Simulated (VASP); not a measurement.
Here is a VASP 6.6.1 calculation.

Contents of POSCAR:

```
FeSi
1.0
    2.7270295647      0.0000000000      0.0000000000
    0.0000000000      2.7270295647      0.0000000000
    0.0000000000      0.0000000000      2.7270295647
Fe Si
1 1
Direct
    0.0000000000      0.0000000000      0.0000000000
    0.5000000000      0.5000000000      0.5000000000
```

File INCAR.step1:

```
PREC = Accurate ; ENCUT = 520
ISMEAR = 0 ; SIGMA = 0.05
LREAL = F ; LASPH = T
NELM = 60 ; NBANDS = 13
GGA = PE ; ALGO = Normal
EDIFF = 1E-4 ; LWAVE = T
LCHARG = F
```

The input INCAR.step2:

```
PREC = Accurate ; ENCUT = 520
EDIFF = 1E-7 ; ISMEAR = 0
SIGMA = 0.05 ; LREAL = F
LASPH = T ; NELM = 60
ALGO = Normal ; ISIF = 2
LWAVE = F ; LCHARG = T
METAGGA = R2SCAN ; LMIXTAU = T
LELF = T ; LVHAR = T
NBANDS = 13 ; ISTART = 1
```

The input KPOINTS:

```
regular mesh
0
Gamma
  16 16 16
```

Potentials or basis: VASP PAW PBE potentials, release 64 (Fe, Si).

Command:

```console
$ cat potpaw_PBE.64/Fe/POTCAR potpaw_PBE.64/Si/POTCAR > POTCAR
$ cp INCAR.step1 INCAR
$ mpirun -np 1 vasp_std > vasp.out
$ cp INCAR.step2 INCAR
$ mpirun -np 1 vasp_std > vasp.out
```

(1) Estimate the band gap on the k mesh.

(2) What does it give for the pressure?

Results:

(1) zero (band 6 reaches 11.78 eV, above the bottom of band 7 at 11.72 eV).

(2) 0.6 GPa.

Caveat: the PAW data sets were made with another functional, which shifts forces and pressure a little.
